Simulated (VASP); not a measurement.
Crystal: ScB3S.

```
CELL_PARAMETERS angstrom
3.02997 0.00000 0.00000
0.00000 3.02997 0.00000
0.00000 0.00000 4.31857
ATOMIC_POSITIONS crystal
Sc 0.50000 0.50000 0.50000
B 0.00000 0.00000 0.17633
B 0.00000 0.00000 0.82367
B 0.50000 0.50000 0.00000
S 0.00000 0.00000 0.00000
```

- Program: VASP 6.6.1
- Task: relaxation of cell and atoms
- Functional: PBE
- Potentials or basis: VASP PAW PBE potentials, release 64 (Sc_sv, B, S)
- Cutoff: 600 eV
- k mesh: 6 × 6 × 4
- Occupations: gaussian, width 0.1 eV
- Spin: no spin polarisation

At the start: pressure 639.5 GPa; volume 7.93 Å³/atom.

**Question.** How do energy, volume and symmetry change on relaxing?

**Answer.** Over 34 steps the energy falls by 32229.6 meV/atom and the volume is 11.53 Å³/atom (+45.4 %); space group P4/mmm (No. 123, to 0.05 Å).

Step by step:
```
step  energy change (eV)  largest force (eV/Å)  pressure (GPa)  volume (Å³)
   1              0.0000              293.3096          639.47        39.65
   2              1.6287                1.4529          -64.57       259.35
   3            -23.6142                0.6149          -77.60       231.64
   4            -52.3670                0.2474          -85.20       206.45
   5            819.9034             2414.6131          616.19       117.06
   6             -2.9178              239.7344          -49.36       202.63
   7           -110.1676                0.4504          -78.50       158.43
   8           -115.2655                1.0237          -74.66       153.32
   9           -131.5614                0.6864          -58.35       134.92
  10           -139.2006                0.3305          -49.25       125.92
  11           -141.3926                1.8258          -43.99       121.48
  12           -142.2127                1.6079          -40.90       119.27
  13           -135.6345               67.9961          172.83        50.60
  14           -148.2809               32.6017           57.46        65.98
  15           -154.0336               21.0023           45.68        59.03
  16           -157.4036               11.5030           57.37        48.56
  17           -157.1375                9.0115           73.52        44.79
  18           -158.9507                6.0400           44.66        48.59
  19           -160.6484                2.8250            7.82        56.91
  20           -160.7862                2.2571           -1.15        60.26
  21           -160.7862                2.1572           -2.83        61.01
  22           -160.8811                1.8605           -2.07        60.21
  23           -161.0692                0.9761            1.11        57.83
  24           -160.9477                0.6555           12.25        53.25
  25           -161.1060                0.4052            4.06        56.30
  26           -161.1317                0.2319            2.00        57.00
  27           -161.1441                0.0003           -1.15        58.21
  28           -161.1445                0.0291           -0.74        58.03
  29           -161.1445                0.0350           -0.64        57.99
  30           -161.1459                0.0082           -0.43        57.87
  31           -161.1475                0.0708            0.25        57.49
  32           -161.1475                0.0648            0.21        57.52
  33           -161.1478                0.0580            0.09        57.55
  34           -161.1482                0.0355           -0.21        57.64
```

Final structure:
```yaml
crystal:
  lattice:
    - [2.92014, 0.00000, 0.00000]
    - [0.00000, 2.92014, 0.00000]
    - [0.00000, 0.00000, 6.75994]
  atoms:
    - { symbol: Sc, position: [0.50000, 0.50000, 0.50000] }
    - { symbol: B, position: [0.00000, 0.00000, 0.28371] }
    - { symbol: B, position: [0.00000, 0.00000, 0.71629] }
    - { symbol: B, position: [0.50000, 0.50000, 0.00000] }
    - { symbol: S, position: [0.00000, 0.00000, 0.00000] }
```

Caveat: the k points lie up to 0.36 Å⁻¹ apart in the final cell; the volume moved by over 15 % at a fixed basis, so the end points are rough.
